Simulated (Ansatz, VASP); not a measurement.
## One calculation of Si4C, two programs

Contents of INCAR:

```
SYSTEM = Si4C
PREC = Accurate ; ENCUT = 600
EDIFF = 1E-6 ; ISMEAR = 0
SIGMA = 0.1 ; LREAL = .FALSE.
LASPH = .TRUE. ; NELM = 120
ALGO = Normal ; ISIF = 2
LWAVE = .FALSE. ; LCHARG = .FALSE.
GGA = RE ; NBANDS = 31
GGA_COMPAT = .FALSE.
```

File KPOINTS:

```
regular mesh
0
G
  18 18 2
  0 0 0
```

POSCAR

```
Si4C
1.0
    2.8792802393      0.0000000000      0.0000000000
   -1.4396401197      2.4935298319      0.0000000000
    0.0000000000      0.0000000000     21.8208862598
Si C
8 2
Direct
    0.3333333333      0.6666666667      0.8589077217
    0.3333333333      0.6666666667      0.0496996064
    0.3333333333      0.6666666667      0.2393612454
    0.3333333333      0.6666666667      0.3503098443
    0.6666666667      0.3333333333      0.7606387546
    0.6666666667      0.3333333333      0.9503003936
    0.6666666667      0.3333333333      0.1410922783
    0.6666666667      0.3333333333      0.6496901557
    0.3333333333      0.6666666667      0.7089567844
    0.6666666667      0.3333333333      0.2910432156
```

Input for Ansatz:

```yaml
crystal:
  lattice:
    - [2.8792802393, 0.0, 0.0]
    - [-1.4396401197, 2.4935298319, 0.0]
    - [0.0, 0.0, 21.8208862598]
  atoms:
    - { symbol: Si, position: [0.3333333333, 0.6666666667, 0.8589077217] }
    - { symbol: Si, position: [0.3333333333, 0.6666666667, 0.0496996064] }
    - { symbol: Si, position: [0.3333333333, 0.6666666667, 0.2393612454] }
    - { symbol: Si, position: [0.3333333333, 0.6666666667, 0.3503098443] }
    - { symbol: Si, position: [0.6666666667, 0.3333333333, 0.7606387546] }
    - { symbol: Si, position: [0.6666666667, 0.3333333333, 0.9503003936] }
    - { symbol: Si, position: [0.6666666667, 0.3333333333, 0.1410922783] }
    - { symbol: Si, position: [0.6666666667, 0.3333333333, 0.6496901557] }
    - { symbol: C, position: [0.3333333333, 0.6666666667, 0.7089567844] }
    - { symbol: C, position: [0.6666666667, 0.3333333333, 0.2910432156] }
basis:
  xc_grid: 1
kpoints:
  mp_grid: { grid: [18, 18, 2] }
hamiltonian:
  xc: revpbe
scf:
  occupations: { method: gaussian, width: 0.1 }
  lower_state_search: light
output:
  forces: true
  eigenvalues: true
  stress: true
```

Alike in both runs: task single point; functional revPBE; k mesh 18 × 18 × 2; occupations gaussian, width 0.1 eV; no spin polarisation.

|  | VASP | Ansatz |
| --- | --- | --- |
| version | VASP 6.6.1 | Ansatz 0.2.0 |
| potentials or method | VASP PAW PBE potentials, release 64 (Si, C) | scalar-relativistic, plane waves, PAW |
| plane-wave cutoff (eV) | 600 | 420 |
| valence electrons in the cell | 40 | 40 |

Ansatz gave:

```
gap on the k mesh at the Fermi level (eV) : none
rms of the force components (eV/Å)        : 0.040
```

Problem. Estimate VASP's values.

Solution. gap on the k mesh at the Fermi level (eV): none; rms of the force components (eV/Å): 0.022.

VASP's potentials were made for PBE, not for revPBE. Atom by atom the forces differ by 0.018 eV/Å (rms over components). A gap of «none» marks a metal or a gap that the smearing closes. With one functional, cell and mesh, what is left measures potentials, basis and numerics.
